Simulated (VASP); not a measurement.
Zn6InO8 (a cell with a defect): single point with PBE

System: Zn6InO8 (a cell with a defect).

```
Zn O In
1.0
    -3.24940   -5.62813    0.00000
     4.87410   -2.81406    0.00000
     0.00000    0.00000    5.20380
Zn O In
6 8 1
Cartesian
  -0.0290 -3.8146 -0.0039
  1.6357 -4.7077 2.6307
  3.1935 -3.8366 0.0185
  0.0056 -1.9361 2.6373
  1.5535 -0.9097 -0.0081
  -1.6215 -4.6185 2.6105
  0.0393 -3.7692 1.9545
  1.5883 -4.5736 4.5313
  3.2741 -3.7998 1.9908
  -0.0503 -1.9123 4.6139
  1.5583 -0.8950 1.9837
  3.0920 -1.9796 4.6951
  1.7414 -6.4837 1.9533
  -1.5117 -4.7754 4.5129
  3.3334 -1.8066 2.6417
```

```yaml
Program: VASP 6.6.1
Task: single point
Functional: PBE
Potentials_or_basis: VASP PAW PBE potentials, release 64 (Zn, O, In_d)
Cutoff: 520 eV
k_mesh: 2 × 2 × 2
Occupations: fermi-dirac, width 0.05 eV
Spin: no spin polarisation
```

The largest force is 0.074 eV/Å.

Forces on the atoms (eV/Å):
```
Zn  -0.008  0.028  0.020
Zn  -0.002  0.021 -0.021
Zn   0.029 -0.011  0.026
Zn   0.003  0.003  0.003
Zn  -0.020 -0.009  0.020
Zn   0.018 -0.015 -0.021
O    0.002 -0.004  0.004
O   -0.002 -0.056  0.022
O   -0.002  0.020  0.008
O    0.007 -0.006 -0.002
O    0.012 -0.001  0.006
O    0.040  0.021  0.001
O   -0.028 -0.019 -0.066
O   -0.051  0.021  0.017
In   0.003  0.007 -0.016
```

Levels at points of the mesh, in eV from the Fermi level:
| k point | band 63 | band 64 | band 65 | band 66 | band 67 | band 68 | band 69 | band 70 |
| --- | --- | --- | --- | --- | --- | --- | --- | --- |
| (0.00, 0.00, 0.00) | -0.51 | -0.33 | 0.22 | 0.27 | 0.28 | 1.49 | 5.34 | 6.26 |
| (0.50, 0.00, 0.00) | -0.38 | -0.23 | -0.12 | 0.04 | 0.09 | 3.06 | 3.79 | 6.57 |
| (0.00, 0.50, 0.00) | -0.43 | -0.18 | -0.16 | -0.10 | 0.06 | 3.48 | 3.90 | 6.11 |
| (0.50, 0.50, 0.00) | -0.50 | -0.40 | -0.31 | -0.25 | 0.01 | 4.01 | 4.85 | 5.12 |
| (0.00, 0.00, 0.50) | -0.48 | -0.28 | -0.27 | 0.06 | 0.09 | 3.43 | 4.70 | 5.98 |
| (0.50, 0.00, 0.50) | -0.73 | -0.54 | -0.32 | -0.23 | -0.10 | 4.17 | 5.09 | 5.43 |
| (0.00, 0.50, 0.50) | -0.71 | -0.71 | -0.54 | -0.27 | -0.12 | 4.35 | 5.08 | 5.69 |
| (0.50, 0.50, 0.50) | -0.92 | -0.75 | -0.52 | -0.26 | -0.19 | 4.68 | 5.60 | 5.89 |

Wall time 7.9 min on 1 thread of Intel Xeon 8259CL, on a shared host, peak memory 0.31 GiB.

Caveat: the k points lie up to 0.60 Å⁻¹ apart; the cell carries a net charge on a neutralising background, which shifts energy and pressure; the cell is charged against a uniform background, so pressure and absolute levels hang on convention; spin-orbit coupling is left out, which moves the levels of the heavy elements.
